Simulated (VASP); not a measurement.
# TlCl (Pm-3m) in VASP: a series of runs, part 2 of 3

VASP 6.6.1. Earlier steps stand in the parts before.

**4. G0W0 quasiparticle levels, PBE**

POSCAR reads:

```
TlCl
1.0
    3.8388256317      0.0000000000      0.0000000000
    0.0000000000      3.8388256317      0.0000000000
    0.0000000000      0.0000000000      3.8388256317
Tl Cl
1 1
Direct
    0.0000000000      0.0000000000      0.0000000000
    0.5000000000      0.5000000000      0.5000000000
```

INCAR.step1 reads:

```
SYSTEM = TlCl
ALGO = Normal
EDIFF = 1E-8
ENCUT = 500
GGA = PE
ISMEAR = 0
LASPH = .True.
LCHARG = .False.
LREAL = .False.
LWAVE = .True.
NELM = 100
PREC = Accurate
SIGMA = 0.01
```

INCAR.step2 reads:

```
SYSTEM = TlCl
ALGO = Exact
EDIFF = 1E-8
ENCUT = 500
GGA = PE
ISMEAR = 0
ISTART = 1
LASPH = .True.
LCHARG = .False.
LOPTICS = .True.
LREAL = .False.
LWAVE = .True.
NBANDS = 223
NELM = 1
PREC = Accurate
SIGMA = 0.01
```

INCAR.step3 reads:

```
SYSTEM = TlCl
ALGO = EVGW0
EDIFF = 1E-8
ENCUT = 500
ENCUTGW = 140.0
GGA = PE
ISMEAR = 0
ISTART = 1
LASPH = .True.
LCHARG = .False.
LREAL = .False.
LWAVE = .False.
NBANDS = 223
NBANDSGW = 19
NELMGW = 1
NOMEGA = 96
OMEGAMAX = 20
PREC = Accurate
PRECFOCK = Fast
SIGMA = 0.01
```

KPOINTS reads:

```
k-points
0
Gamma
  4 4 4
  0 0 0
```

Potentials or basis: VASP PAW PBE potentials, release 64 (Tl_d_GW, Cl_GW).

The run is started by

```console
> cat potpaw_PBE.64/Tl_d_GW/POTCAR potpaw_PBE.64/Cl_GW/POTCAR > POTCAR
> cp INCAR.step1 INCAR
> mpirun -np 1 vasp_std > vasp.out
> cp INCAR.step2 INCAR
> mpirun -np 1 vasp_std > vasp.out
> cp INCAR.step3 INCAR
> mpirun -np 1 vasp_std > vasp.out
```

OUTCAR:

```text
SYSTEM = TlCl
   EDIFF = 1E-8
   ENCUT = 500
   ENCUTGW = 140.0
   GGA = PE
   ISMEAR = 0
   ISTART = 1
   LASPH = .True.
   LREAL = .False.
   NELMGW = 1
   PREC = Accurate
   PRECFOCK = Fast

 ion  position               nearest neighbor table
   1  0.000  0.000  0.000-
   2  0.500  0.500  0.500-

  LATTYP: Found a simple cubic cell.
 ALAT       =     3.8388256317

  Lattice vectors:

 A1 = (   3.8388256317,   0.0000000000,   0.0000000000)
 A2 = (   0.0000000000,   3.8388256317,   0.0000000000)
 A3 = (   0.0000000000,   0.0000000000,   3.8388256317)

Analysis of symmetry for initial positions (statically):
=====================================================================
 Subroutine PRICEL returns:
 Original cell was already a primitive cell.

 Routine SETGRP: Setting up the symmetry group for a
 simple cubic supercell.

 Subroutine GETGRP returns: Found 48 space group operations
 (whereof 48 operations were pure point group operations)
 out of a pool of 48 trial point group operations.

The static configuration has the point symmetry O_h .

Analysis of symmetry for dynamics (positions and initial velocities):
=====================================================================
 Subroutine PRICEL returns:
 Original cell was already a primitive cell.

 Routine SETGRP: Setting up the symmetry group for a
 simple cubic supercell.

 Subroutine GETGRP returns: Found 48 space group operations
 (whereof 48 operations were pure point group operations)
 out of a pool of 48 trial point group operations.

The dynamic configuration has the point symmetry O_h .

 Subroutine INISYM returns: Found 48 space group operations
 (whereof 48 operations are pure point group operations),
 and found     1 'primitive' translations
[... 70 lines left out ...]
 SYSTEM =  TlCl
   PREC   = accura    normal or accurate (medium, high low for compatibility)
   ISTART =      1    job   : 0-new  1-cont  2-samecut
   ICHARG =      0    charge: 1-file 2-atom 10-const
   ISPIN  =      1    spin polarized calculation?
   LNONCOLLINEAR =      F non collinear calculations
   LSORBIT =      F    spin-orbit coupling
   LASPH  =      T    aspherical Exc in radial PAW
   ENCUT  =  500.0 eV  36.75 Ry    6.06 a.u.   7.00  7.00  7.00*2*pi/ulx,y,z
   NELM   =     60;   NELMIN=  2; NELMDL=  0     # of ELM steps
   EDIFF  = 0.1E-07   stopping-criterion for ELM
   LREAL  =      F    real-space projection
   EDIFFG = 0.1E-06   stopping-criterion for IOM
   NSW    =      0    number of steps for IOM
   IBRION =     -1    ionic relax: 0-MD 1-quasi-New 2-CG
   NFREE  =      0    steps in history (QN), initial steepest desc. (CG)
   ISIF   =      0    stress and relaxation
   ISYM   =      3    0-nonsym 1-usesym 2-fastsym
   POTIM  = 0.5000    time-step for ionic-motion
   TEBEG  =    0.0;   TEEND  =   0.0 temperature during run
   PSTRESS=    0.0 pullay stress
   NELECT =      22.0000    total number of electrons
   NUPDOWN=      -1.0000    fix difference up-down
   EMIN   =  10.00;   EMAX   =-10.00  energy-range for DOS
   EFERMI =   0.00;   METHOD = LEGACY
   ISMEAR =     0;   SIGMA  =   0.01  broadening in eV -4-tet -1-fermi 0-gaus
   EFERMI_NEDOS =   21; number of points for ismear=-14 and -15
   IALGO  =     38    algorithm
   IMIX   =      4    mixing-type and parameters
     AMIX     =   0.40;   BMIX     =  1.00
     AMIX_MAG =   1.60;   BMIX_MAG =  1.00
  volume/ion in A,a.u.               =      28.29       190.88
  Fermi-wavevector in a.u.,A,eV,Ry     =   1.194953  2.258133 19.427918  1.427912
  Thomas-Fermi vector in A             =   2.330930
   LORBIT       =      0    0 simple, 1 ext, 2 COOP (PROOUT), +10 PAW based schemes
   GGA     = PE    functional components
   LHFCALC =     T    Hartree Fock is set to
   PRECFOCK=fast      Normal, Fast or Accurate (Low or Medium for compatibility)
   ENCUT4O =  -1.0   cutoff for four orbital integrals eV
   NKREDX  =     1    reduce k-point grid by
   NKREDY  =     1    reduce k-point grid by
   NKREDZ  =     1    reduce k-point grid by
   AEXX    =    1.0000 exact exchange contribution
   HFSCREEN=    0.0000 screening length (either q_TF or 0.3 A-1)
   HFSCREENC=   0.0000 screening length for correlation (either q_TF or 0.3 A-1)
   ENCUTFOCK=  -1.0 apply spherical cutoff to Coloumb kernel
   IVDW    =     0    specifies the selected vdW correction
   LEPSILON=     F    determine dielectric tensor
   LRPA    =     F    only Hartree local field effects (RPA)
   LRPAFORCE           =     F    calculate RPA forces
   ENCUTGW             = 140.0    cutoff for response function in eV
   ENCUTGWSOFT         = 112.0    soft cutoff for Coulomb kernel in GW response function in eV
   ENCUTLF             =  -1.0    cutoff for local field effects
   NELMGW              =     1    number of iterations in solving QP/BSE equation
   NELMHF              =     1    number of iterations in the inner HF iteration
   NKREDLFX            =     1    NKREDLFY  =   1   NKREDLFZ  =   1
 non-spin polarized calculation
 Gauss-broadening in eV      SIGMA  =   0.01
  energy-cutoff  :      500.00
  volume of cell :       56.57
 maximum number of plane-waves:      1472
 NGX is ok and might be reduce to    28
  NGX = 16; NGY = 16; NGZ = 16
   NGX = 13   NGY = 13   NGZ = 13
 maximum number of plane-waves:       228

 QP shifts <psi_nk| G(iteration)W_0 |psi_nk>: iteration 1
 for sc-GW calculations column KS-energies equals QP-energies in previous step
 and V_xc(KS)=  KS-energies - (<T + V_ion + V_H > + <T+V_H+V_ion>^1  + <V_x>^1)

 k-point   1 :       0.0000    0.0000    0.0000
  band No.  KS-energies  QP-energies   sigma(KS)   V_xc(KS)     V^pw_x(r,r')   Z            occupation Imag(sigma)

      1    -124.2985    -135.8846     -27.4189     -11.8227     -34.7091       0.7429       2.0000       0.5665
      2     -12.8870     -13.2737     -15.4060     -14.8054     -23.9622       0.6438       2.0000       1.1393
      3      -9.0685     -11.7287     -19.7435     -16.1576     -23.6472       0.7419       2.0000       0.1076
      4      -9.0685     -11.7287     -19.7435     -16.1576     -23.6472       0.7419       2.0000       0.1076
      5      -8.8259     -11.5358     -20.0475     -16.4460     -23.9663       0.7524       2.0000       0.1127
      6      -8.8259     -11.5358     -20.0475     -16.4460     -23.9663       0.7524       2.0000       0.1127
[... 205 lines left out ...]
      5      -9.0051     -11.6844     -19.7374     -16.1665     -23.7125       0.7503       2.0000       0.1624
      6      -8.7572     -11.4642     -20.1235     -16.5310     -23.9964       0.7535       2.0000       0.1092
[... 11 lines left out ...]
     18      17.3353      18.2222     -11.2128     -12.3751      -5.1940       0.7630       0.0000      -0.6690
     19      17.3353      18.2222     -11.2128     -12.3751      -5.1940       0.7630       0.0000      -0.6690
```

OUTCAR.step1:

```text
SYSTEM = TlCl
   EDIFF = 1E-8
   ENCUT = 500
   GGA = PE
   ISMEAR = 0
   LASPH = .True.
   LREAL = .False.
[... 384 lines left out ...]
      0.00000      0.00000      0.00000         0.000000      0.000000      0.000000
      1.91941      1.91941      1.91941         0.000000      0.000000      0.000000
 -----------------------------------------------------------------------------------
    total drift:                               -0.000000      0.000000      0.000000

  FREE ENERGIE OF THE ION-ELECTRON SYSTEM (eV)
  ---------------------------------------------------
  free  energy   TOTEN  =        -5.9978398880 eV

  energy  without entropy=       -5.9978398880  energy(sigma->0) =       -5.99783989
```

OUTCAR.step2:

```text
SYSTEM = TlCl
   EDIFF = 1E-8
   ENCUT = 500
   GGA = PE
[... 800 lines left out ...]
  --------------------------------------------------------------------------------------------------------------
     0.00000     6.33159     6.33159     6.33159     0.00000    -0.00000    -0.00000
     3.12111     6.23039     6.23039     6.23039     0.00000    -0.00000    -0.00000
     6.24222     1.12005     1.12005     1.12005    -0.00000     0.00000     0.00000
     9.36332     0.37203     0.37203     0.37203    -0.00000     0.00000     0.00000
    12.48443     0.69643     0.69643     0.69643     0.00000     0.00000     0.00000
    15.60554    -0.31983    -0.31983    -0.31983    -0.00000    -0.00000     0.00000
[... 92 lines left out ...]
   305.86857     0.99211     0.99211     0.99211    -0.00000     0.00000     0.00000
   308.98968     0.99231     0.99231     0.99231    -0.00000     0.00000     0.00000
```

Wall time 12 min (1 thread of Intel Xeon Platinum 8259CL at 2.50GHz (Skylake/Cascade Lake), shared host); peak memory 0.73 GiB.

What came out:

```
Quasiparticle gap                                   : 3.20 eV
Least direct quasiparticle gap                      : 3.20 eV
Band gap of the starting levels on the mesh         : 2.09 eV
Least direct gap of the starting levels on the mesh : 2.09 eV
```

Caveat: the k points lie up to 0.41 Å⁻¹ apart; bands, screening cutoff and mesh are small and nothing is extrapolated, so the quasiparticle values aren't converged; spin-orbit coupling is left out, which moves the levels of the heavy elements.

[end of part 2 of 3]
